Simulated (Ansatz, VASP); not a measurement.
**Two plane-wave programs on BN**

File INCAR:

```
SYSTEM = BN
ALGO = Normal ; EDIFF = 1E-6
ENCUT = 520 ; GGA = PE
ISIF = 2 ; ISMEAR = 0
IVDW = 12 ; LASPH = .TRUE.
LCHARG = .FALSE. ; LREAL = .FALSE.
LWAVE = .FALSE. ; NBANDS = 21
NELM = 100 ; PREC = Accurate
SIGMA = 0.05
```

KPOINTS

```
k-points
0
G
  10 10 3
  0 0 0
```

POSCAR

```
BN
1.0
   -1.2530569071     -2.1703582278      0.0000000000
    1.2530569071     -2.1703582278      0.0000000000
    0.0000000000      0.0000000000     11.3846513545
B N
3 3
Direct
    1.0000000000      1.0000000000      0.4342499340
    0.3333333333      0.3333333333      0.7236644872
    0.6666666667      0.6666666667      0.1448353808
    1.0000000000      1.0000000000      0.7234079893
    0.3333333333      0.3333333333      0.1445788829
    0.6666666667      0.6666666667      0.4339934361
```

Input for Ansatz:

```yaml
crystal:
  lattice:
    - [-1.2530569071, -2.1703582278, 0.0]
    - [1.2530569071, -2.1703582278, 0.0]
    - [0.0, 0.0, 11.3846513545]
  atoms:
    - { symbol: B, position: [1.0, 1.0, 0.434249934] }
    - { symbol: B, position: [0.3333333333, 0.3333333333, 0.7236644872] }
    - { symbol: B, position: [0.6666666667, 0.6666666667, 0.1448353808] }
    - { symbol: "N", position: [1.0, 1.0, 0.7234079893] }
    - { symbol: "N", position: [0.3333333333, 0.3333333333, 0.1445788829] }
    - { symbol: "N", position: [0.6666666667, 0.6666666667, 0.4339934361] }
basis:
  ecutwfc: 420
kpoints:
  mp_grid: { grid: [10, 10, 3] }
hamiltonian:
  xc: pbe
  dispersion: d3bj
scf:
  occupations: { method: gaussian, width: 0.05 }
output:
  forces: true
  stress: true
  eigenvalues: true
```

Alike in both runs: task single point; functional PBE; dispersion D3(BJ); k mesh 10 × 10 × 3; occupations gaussian, width 0.05 eV; no spin polarisation.

```csv
,VASP,Ansatz
version,VASP 6.6.1,Ansatz 0.2.0
potentials or method,"VASP PAW PBE potentials, release 64 (B, N), cutoff 520 eV","scalar-relativistic, plane waves, PAW"
valence electrons in the cell,24,24
```

|  | VASP | Ansatz | Ansatz less VASP |
| --- | --- | --- | --- |
| gap on the k mesh at the Fermi level (eV) | 4.38 | 4.39 | +0.006 |
| least direct gap on the mesh (eV) | 4.74 | 4.74 | -0.002 |
| pressure (GPa) | 0.1 | 0.1 | -0.05 |
| traceless stress, the component that is largest in VASP (GPa) | -0.62 | -0.42 | +0.195 |
| rms of the force components (eV/Å) | 0.016 | 0.017 | +0.0001 |

Atom by atom the forces differ by 0.001 eV/Å (rms over components).
